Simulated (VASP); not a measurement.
A run of VASP 6.6.1:

Contents of INCAR:

```
SYSTEM = Te2Mo
PREC = Accurate
ENCUT = 520
EDIFF = 1E-7
ISMEAR = -1
SIGMA = 0.02
LREAL = .FALSE.
LASPH = .TRUE.
NELM = 80
ALGO = Normal
ISIF = 2
LWAVE = .FALSE.
LCHARG = .FALSE.
GGA = PE
NBANDS = 35
```

The input KPOINTS:

```
Automatic mesh
0
G
  12 12 2
  0 0 0
```

POSCAR

```
Te2Mo
1.0
    3.5421276629      0.0000000000      0.0000000000
   -1.7710638315      3.0675725395      0.0000000000
    0.0000000000      0.0000000000     14.1766429168
Te Mo
4 2
Direct
    0.3333333333      0.6666666667      0.6234149329
    0.6666666667      0.3333333333      0.1234149329
    0.3333333333      0.6666666667      0.8765850671
    0.6666666667      0.3333333333      0.3765850671
    0.3333333333      0.6666666667      0.2500000000
    0.6666666667      0.3333333333      0.7500000000
```

Potentials or basis: VASP PAW PBE potentials, release 64 (Te, Mo_sv).

Launch:

```bash
$ cat potpaw_PBE.64/Te/POTCAR potpaw_PBE.64/Mo_sv/POTCAR > POTCAR
$ mpirun -np 1 vasp_std > vasp.out
```

Hardware: 1 thread of Intel Xeon 6975P-C, on a shared host.

**Question.** Estimate the wall time of this run.

**Answer.** Wall time 4.6 min on 1 thread of Intel Xeon 6975P-C, with other jobs on the host, peak memory 0.38 GiB. Counts: scf iterations 15, k points 38.
